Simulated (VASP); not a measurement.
A run of VASP 6.6.1 is set up as follows.

INCAR

```
SYSTEM = AgI
PREC     = Accurate       ! precision mode
ENCUT    = 500            ! plane-wave cutoff, eV
EDIFF    = 1E-8           ! SCF threshold, eV
ISMEAR   = 0              ! smearing method
SIGMA    = 0.01           ! smearing width, eV
LREAL    = .False.        ! projectors in reciprocal space
LASPH    = .True.         ! aspherical terms in the spheres
NELM     = 120            ! most SCF steps
ALGO     = Normal         ! electronic algorithm
ISIF     = 3              ! what is computed and relaxed
LWAVE    = .False.        ! write WAVECAR
LCHARG   = .False.        ! write CHGCAR
IBRION   = 6              ! ionic algorithm
NFREE    = 2            
POTIM    = 0.015          ! step
NSW      = 1              ! ionic steps
GGA_COMPAT= .False.
```

The input KPOINTS:

```
regular mesh
0
Gamma
  8 8 8
  0 0 0
```

The input POSCAR:

```
AgI
1.0
    0.0000000000      3.1739511002      3.1739511002
    3.1739511002      0.0000000000      3.1739511002
    3.1739511002      3.1739511002      0.0000000000
Ag I
1 1
Direct
    0.0000000000      0.0000000000      0.0000000000
    0.7500000000      0.7500000000      0.7500000000
```

Potentials or basis: VASP PAW LDA potentials, release 64 (Ag, I).

The run is started by

```console
$ cat potpaw_LDA.64/Ag/POTCAR potpaw_LDA.64/I/POTCAR > POTCAR
$ mpirun -np 1 vasp_std > vasp.out
```

Question: Predict the elastic constants C11, C12, C44.

Answer: 46, 39, 11 GPa.

Question: Estimate the Voigt bulk modulus.

Answer: 41 GPa.

Question: Predict the highest phonon frequency at Γ, LO-TO splitting left out.

Answer: 118 cm⁻¹.

Phonon frequencies in cm⁻¹ (negative: imaginary):
| q point | frequencies |
| --- | --- |
| (0.000, 0.000, 0.000) | 0 0 0 118 118 118 |
